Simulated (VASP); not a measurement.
Crystal: Ge.

```
Ge
1.0
     4.10371    0.00000    0.00000
    -2.05185    3.55391    0.00000
     0.00000    0.00000   11.13803
Ge
4
Direct
  0.66667 0.33333 0.41485
  0.33333 0.66667 0.91485
  0.00000 0.00000 0.47745
  0.00000 0.00000 0.97745
```

This cell differs from its parent crystal: volume scaled by 1.04.

Base run:

| Property | Result |
| --- | --- |
| Program | VASP 6.6.1 |
| Functional | LDA |
| Potentials or basis | VASP PAW LDA potentials, release 64 (Ge_d) |
| Cutoff | 520 eV |
| k mesh | 8 × 8 × 3 |
| Occupations | fermi-dirac, width 0.05 eV |
| Spin | no spin polarisation |

Its results: band gap on the k mesh 0.36 eV, indirect (least direct gap 0.51 eV); pressure -3.3 GPa; largest force 0.350 eV/Å.

The run is repeated on the same cell with these changes: k mesh from 8 × 8 × 3 to 6 × 6 × 2. What comes out?

Band gap on the k mesh zero (filled and empty bands touch); pressure -3.2 GPa; largest force 0.355 eV/Å.

A k mesh can miss the band edges.
